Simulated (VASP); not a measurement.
**FePb2O4: single point with PBE**

Crystal: FePb2O4.

```xyz
7
Lattice="-1.9426 1.9426 6.4239 1.9426 -1.9426 6.4239 1.9426 1.9426 -6.4239" Properties=species:S:1:pos:R:3 pbc="T T T"
Fe    0.0000    0.0000    0.0000
Pb    0.0000    0.0000    4.6064
Pb    0.0000    0.0000    8.2414
O     0.0000    1.9426    0.0000
O     1.9426    0.0000    0.0000
O     0.0000    0.0000   10.9643
O     0.0000    0.0000    1.8835
```

```
Program                : VASP 6.6.1
Task                   : single point
Functional             : PBE
Potentials or basis    : VASP PAW PBE potentials, release 64 (Fe, Pb_d, O)
Cutoff                 : 520 eV
k mesh                 : 4 × 4 × 4
Occupations            : gaussian, width 0.15 eV
Spin                   : collinear spin, ferromagnetic start
Starting moments       : [4.0, 0.0, 0.0, 0.0, 0.0, 0.0, 0.0] μB
Dipole correction      : no
Further INCAR settings : ALGO = Normal; EDIFF = 1e-06; NBANDS = 43
```

```yaml
Pressure: 0.0 GPa
Largest_force: 0.124 eV/Å
Net_moment: 2.98 μB per cell
Site_moments: Fe +2.50; Pb +0.02; O +0.04, +0.10 (each value once) μB
Valence_electrons_inside_the_program's_atomic_spheres: Fe 7.18; Pb 11.75; O 4.97, 4.92 (each value once)
```

Forces in eV/Å, atoms in the order of the input:
```
Fe   0.000  0.000  0.000
Pb   0.000  0.000  0.015
Pb   0.000  0.000 -0.015
O    0.000  0.000  0.000
O    0.000  0.000  0.000
O    0.000  0.000 -0.124
O    0.000  0.000  0.124
```

Stress tensor (GPa, compression positive):
```
-0.09  0.00  0.00
 0.00 -0.09  0.00
 0.00  0.00  0.29
```

Levels at points of the mesh, in eV from the Fermi level:
Spin up:
| k point | band 30 | band 31 | band 32 | band 33 | band 34 | band 35 |
| --- | --- | --- | --- | --- | --- | --- |
| (0.00, 0.00, 0.00) | -1.97 | -1.97 | -1.81 | -0.69 | 2.37 | 5.48 |
| (0.50, 0.00, 0.00) | -1.21 | -0.78 | -0.55 | 1.20 | 2.13 | 2.65 |
| (0.50, 0.50, 0.00) | -1.46 | -1.38 | 1.59 | 2.26 | 3.59 | 4.01 |
| (0.50, 0.50, 0.50) | -1.66 | -1.66 | -0.67 | -0.05 | 3.39 | 4.51 |
Spin down:
```csv
k point,band 27,band 28,band 29,band 30,band 31,band 32
"(0.00, 0.00, 0.00)",-1.95,-1.69,-1.04,0.14,0.14,0.31
"(0.50, 0.00, 0.00)",-1.14,-0.58,0.30,0.35,0.79,1.02
"(0.50, 0.50, 0.00)",-1.36,-1.28,0.33,0.46,0.51,2.74
"(0.50, 0.50, 0.50)",-2.25,-1.04,-0.57,0.30,0.30,0.31
```

Run time: 16 min on 1 thread of Intel Xeon 8259CL, on a shared host, peak memory 0.55 GiB.

Caveat: the k points lie up to 0.42 Å⁻¹ apart; spin-orbit coupling is left out, which moves the levels of the heavy elements; a cell with one magnetic atom can't hold antiferromagnetic order, which such compounds often take; semilocal functionals often make such compounds metallic where correlation or magnetic order opens a gap, which also shifts bond lengths. With open d or f shells a metallic result of PBE can be an artefact of self-interaction; +U or a hybrid may open a gap.
